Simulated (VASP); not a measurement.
# Au in VASP: a series of runs, part 2 of 2

VASP 6.6.1. The steps go on from the part before.

## 3. Single point, PBE

This run uses another cell than the first one, of 20.76 Å³/atom, 1.202 times its volume.

The input, INCAR:

```
PREC = Accurate
ENCUT = 520
EDIFF = 1E-7
ISMEAR = 0
SIGMA = 0.1
LREAL = False
LASPH = True
NELM = 60
ALGO = Normal
ISIF = 2
LWAVE = False
LCHARG = False
GGA = PE
NBANDS = 12
```

The input, KPOINTS:

```
Automatic mesh
0
Gamma
  20 20 20
```

The input, POSCAR:

```
Au
1.0
    2.7483670772      0.0000000000      0.0000000000
    0.0000000000      2.7483670772      0.0000000000
    0.0000000000      0.0000000000      2.7483670772
Au
1
Direct
    0.0000000000      0.0000000000      0.0000000000
```

Potentials or basis: VASP PAW PBE potentials, release 64 (Au).

Run with:

```sh
cat potpaw_PBE.64/Au/POTCAR > POTCAR
mpirun -np 1 vasp_std > vasp.out
```

OUTCAR:

```text
PREC = Accurate
   ENCUT = 520
   EDIFF = 1E-7
   ISMEAR = 0
   LREAL = False
   LASPH = True
   NELM = 60
   ISIF = 2
   GGA = PE

 ion  position               nearest neighbor table
   1  0.000  0.000  0.000-

  LATTYP: Found a simple cubic cell.
 ALAT       =     2.7483670772

  Lattice vectors:

 A1 = (   2.7483670772,   0.0000000000,   0.0000000000)
 A2 = (   0.0000000000,   2.7483670772,   0.0000000000)
 A3 = (   0.0000000000,   0.0000000000,   2.7483670772)

Analysis of symmetry for initial positions (statically):
=====================================================================
 Subroutine PRICEL returns:
 Original cell was already a primitive cell.

 Routine SETGRP: Setting up the symmetry group for a
 simple cubic supercell.

 Subroutine GETGRP returns: Found 48 space group operations
 (whereof 48 operations were pure point group operations)
 out of a pool of 48 trial point group operations.

The static configuration has the point symmetry O_h .

Analysis of symmetry for dynamics (positions and initial velocities):
=====================================================================
 Subroutine PRICEL returns:
 Original cell was already a primitive cell.

 Routine SETGRP: Setting up the symmetry group for a
 simple cubic supercell.

 Subroutine GETGRP returns: Found 48 space group operations
 (whereof 48 operations were pure point group operations)
 out of a pool of 48 trial point group operations.

The dynamic configuration has the point symmetry O_h .

 Subroutine INISYM returns: Found 48 space group operations
 (whereof 48 operations are pure point group operations),
 and found     1 'primitive' translations

----------------------------------------------------------------------------------------

                                     Primitive cell

  volume of cell :      20.7599

  direct lattice vectors                    reciprocal lattice vectors
     2.748367077  0.000000000  0.000000000     0.363852416  0.000000000  0.000000000
     0.000000000  2.748367077  0.000000000     0.000000000  0.363852416  0.000000000
     0.000000000  0.000000000  2.748367077     0.000000000  0.000000000  0.363852416

  length of vectors
     2.748367077  2.748367077  2.748367077     0.363852416  0.363852416  0.363852416

  position of ions in fractional coordinates (direct lattice)
     0.000000000  0.000000000  0.000000000

  ion indices of the primitive-cell ions
   primitive index   ion index
                 1           1

----------------------------------------------------------------------------------------

 KPOINTS: Automatic mesh

Automatic generation of k-mesh.
 Grid dimensions read from file:
 generate k-points for:   20   20   20

 Generating k-lattice:

  Cartesian coordinates                     Fractional coordinates (reciprocal lattice)
     0.018192621  0.000000000  0.000000000     0.050000000  0.000000000  0.000000000
     0.000000000  0.018192621  0.000000000     0.000000000  0.050000000  0.000000000
     0.000000000  0.000000000  0.018192621     0.000000000  0.000000000  0.050000000

  Length of vectors
     0.018192621  0.018192621  0.018192621

  Shift w.r.t. Gamma in fractional coordinates (k-lattice)
     0.000000000  0.000000000  0.000000000

 Subroutine IBZKPT returns following result:
 ===========================================

 Found    286 irreducible k-points:

 Following reciprocal coordinates:
            Coordinates               Weight
  0.000000  0.000000  0.000000      1.000000
  0.050000  0.000000  0.000000      6.000000
  0.100000  0.000000  0.000000      6.000000
  0.150000  0.000000  0.000000      6.000000
  0.200000  0.000000  0.000000      6.000000
  0.250000  0.000000  0.000000      6.000000
[... 16 lines left out ...]
  0.150000  0.100000  0.000000     24.000000
  0.200000  0.100000  0.000000     24.000000
 [... further k-points ...]
   k-points           NKPTS =    286   k-points in BZ     NKDIM =    286   number of bands    NBANDS=     12
   number of dos      NEDOS =    301   number of ions     NIONS =      1
   total plane-waves  NPLWV =   8000
   dimension x,y,z NGX =    20 NGY =   20 NGZ =   20
   dimension x,y,z NGXF=    40 NGYF=   40 NGZF=   40
   ions per type =               1
   NGX,Y,Z   is equivalent  to a cutoff of  12.10, 12.10, 12.10 a.u.
   NGXF,Y,Z  is equivalent  to a cutoff of  24.20, 24.20, 24.20 a.u.
 SYSTEM =  unknown system
   PREC   = accura    normal or accurate (medium, high low for compatibility)
   ISTART =      0    job   : 0-new  1-cont  2-samecut
   ICHARG =      2    charge: 1-file 2-atom 10-const
   ISPIN  =      1    spin polarized calculation?
   LNONCOLLINEAR =      F non collinear calculations
   LSORBIT =      F    spin-orbit coupling
   LASPH  =      T    aspherical Exc in radial PAW
   ENCUT  =  520.0 eV  38.22 Ry    6.18 a.u.   5.11  5.11  5.11*2*pi/ulx,y,z
   NELM   =     60;   NELMIN=  2; NELMDL= -5     # of ELM steps
   EDIFF  = 0.1E-06   stopping-criterion for ELM
   LREAL  =      F    real-space projection
   EDIFFG = 0.1E-05   stopping-criterion for IOM
   NSW    =      0    number of steps for IOM
   IBRION =     -1    ionic relax: 0-MD 1-quasi-New 2-CG
   NFREE  =      0    steps in history (QN), initial steepest desc. (CG)
   ISIF   =      2    stress and relaxation
   ISYM   =      2    0-nonsym 1-usesym 2-fastsym
   POTIM  = 0.5000    time-step for ionic-motion
   TEBEG  =    0.0;   TEEND  =   0.0 temperature during run
   PSTRESS=    0.0 pullay stress
   NELECT =      11.0000    total number of electrons
   NUPDOWN=      -1.0000    fix difference up-down
   EMIN   =  10.00;   EMAX   =-10.00  energy-range for DOS
   EFERMI =   0.00;   METHOD = LEGACY
   ISMEAR =     0;   SIGMA  =   0.10  broadening in eV -4-tet -1-fermi 0-gaus
   EFERMI_NEDOS =   21; number of points for ismear=-14 and -15
   IALGO  =     38    algorithm
   IMIX   =      4    mixing-type and parameters
     AMIX     =   0.40;   BMIX     =  1.00
     AMIX_MAG =   1.60;   BMIX_MAG =  1.00
  volume/ion in A,a.u.               =      20.76       140.09
  Fermi-wavevector in a.u.,A,eV,Ry     =   1.324741  2.503398 23.877392  1.754939
  Thomas-Fermi vector in A             =   2.454253
   LORBIT       =      0    0 simple, 1 ext, 2 COOP (PROOUT), +10 PAW based schemes
   GGA     = PE    functional components
   LHFCALC =     F    Hartree Fock is set to
   AEXX    =    0.0000 exact exchange contribution
   IVDW    =     0    specifies the selected vdW correction
   LEPSILON=     F    determine dielectric tensor
   LRPA    =     F    only Hartree local field effects (RPA)
 non-spin polarized calculation
 Gauss-broadening in eV      SIGMA  =   0.10
  energy-cutoff  :      520.00
  volume of cell :       20.76
 maximum number of plane-waves:       587
   NGX = 11   NGY = 11   NGZ = 11

 number of electron      10.9999996 magnetization

 Free energy of the ion-electron system (eV)
  ---------------------------------------------------
  ext. energy  EPLUGINS =         0.00000000
  ---------------------------------------------------
  free energy    TOTEN  =        -3.02309565 eV

  energy without entropy =       -3.02178949  energy(sigma->0) =       -3.02244257

 E-fermi :   6.2384     XC(G=0): -11.4245

 val. band max:        6.1766628086   @ k =   0.4000   0.3000   0.0000
 cond. band min:       6.2519398598   @ k =   0.4000   0.3000   0.0500
 fundamental gap:      0.0752770511
 Fermi energy:         6.2384243540

 k-point     1 :       0.0000    0.0000    0.0000
  band No.  band energies     occupation
      1      -1.4743      2.00000
      2       0.6719      2.00000
      3       0.6719      2.00000
      4       4.8312      2.00000
      5       4.8312      2.00000
      6       4.8312      2.00000
      7      20.1113      0.00000
      8      20.1113      0.00000
      9      20.1113      0.00000
     10      24.9183      0.00000
     11      27.3523      0.00000
     12      27.3523      0.00000

 k-point     2 :       0.0500    0.0000    0.0000
  band No.  band energies     occupation
      1      -1.4131      2.00000
      2       0.6811      2.00000
      3       0.7188      2.00000
      4       4.7909      2.00000
      5       4.7909      2.00000
      6       4.8344      2.00000
      7      19.5671      0.00000
      8      20.2111      0.00000
      9      20.2111      0.00000
     10      25.2509      0.00000
     11      27.1435      0.00000
     12      27.6429      0.00000
[... 316 lines left out ...]
 k-point    24 :       0.2000    0.1000    0.0000
  band No.  band energies     occupation
      1      -0.4023      2.00000
      2       0.9577      2.00000
      3       1.5601      2.00000
      4       4.1237      2.00000
      5       4.3070      2.00000
      6       4.7297      2.00000
      7      15.7544      0.00000
      8      19.6134      0.00000
      9      21.9706      0.00000
     10      25.3013      0.00000
     11      27.7073      0.00000
     12      31.0356      0.00000

 [... further k-points ...]
[... 5 lines left out ...]
  --------------------------------------------------------------------------------------
  -------------------------------------------------------------------------------------
  Total       -0.0238474     -0.0238474     -0.0238474      0.0000000      0.0000000      0.0000000
  in kB       -1.8404672     -1.8404672     -1.8404672      0.0000000      0.0000000      0.0000000
  external PRESSURE =      -1.8404672 kB  Pullay stress =       0.0000000 kB

 VOLUME and BASIS-vectors are now :
 -----------------------------------------------------------------------------
  energy-cutoff  :      520.00
  volume of cell :       20.76
      direct lattice vectors                 reciprocal lattice vectors
     2.748367077  0.000000000  0.000000000     0.363852416  0.000000000  0.000000000
     0.000000000  2.748367077  0.000000000     0.000000000  0.363852416  0.000000000
     0.000000000  0.000000000  2.748367077     0.000000000  0.000000000  0.363852416

 POSITION                                       TOTAL-FORCE (eV/Angst)
 -----------------------------------------------------------------------------------
      0.00000      0.00000      0.00000         0.000000      0.000000      0.000000
 -----------------------------------------------------------------------------------
    total drift:                               -0.000000     -0.000000     -0.000000

  FREE ENERGIE OF THE ION-ELECTRON SYSTEM (eV)
  ---------------------------------------------------
  free  energy   TOTEN  =        -3.0230956488 eV

  energy  without entropy=       -3.0217894866  energy(sigma->0) =       -3.02244257
```

OSZICAR:

```text
N       E                     dE             d eps       ncg     rms          rms(c)
DAV:   1     0.477608511299E+02    0.47761E+02   -0.54278E+03  7200   0.796E+02
DAV:   2    -0.264060939626E+01   -0.50401E+02   -0.47536E+02  7936   0.178E+02
DAV:   3    -0.329467289761E+01   -0.65406E+00   -0.65316E+00  8148   0.197E+01
DAV:   4    -0.329744866400E+01   -0.27758E-02   -0.27756E-02  7780   0.146E+00
DAV:   5    -0.329747569022E+01   -0.27026E-04   -0.27026E-04  8256   0.142E-01    0.643E+00
DAV:   6    -0.303348674791E+01    0.26399E+00   -0.89323E-01  7240   0.718E+00    0.454E+00
DAV:   7    -0.302529485274E+01    0.81919E-02   -0.14770E-02  7972   0.998E-01    0.254E+00
DAV:   8    -0.302309723010E+01    0.21976E-02   -0.12283E-03  7612   0.247E-01    0.781E-02
DAV:   9    -0.302308950126E+01    0.77288E-05   -0.11251E-04  7804   0.817E-02    0.109E-02
DAV:  10    -0.302309568049E+01   -0.61792E-05   -0.43455E-06  7948   0.195E-02    0.309E-03
DAV:  11    -0.302309564876E+01    0.31730E-07   -0.33513E-07  7604   0.448E-03
   1 F= -.30230956E+01 E0= -.30224426E+01  d E =-.130616E-02
```

stdout:

```text
POSCAR found type information on POSCAR Au
 POSCAR found :  1 types and       1 ions
 scaLAPACK will be used
 LDA part: xc-table for (Slater+PW92), standard interpolation
 POSCAR, INCAR and KPOINTS ok, starting setup
 FFT: planning ... GRIDC
 FFT: planning ... GRID_SOFT
 FFT: planning ... GRID
 WAVECAR not read
 entering main loop
```

Run time: 19 s. Hardware: 1 thread of AMD EPYC 9R45 (Zen 5), shared host; peak memory 0.14 GiB.

Results:

- Free energy: -3.0231 eV
- Pressure: -0.2 GPa

Caveat: spin-orbit coupling is left out, which moves the levels of the heavy elements.
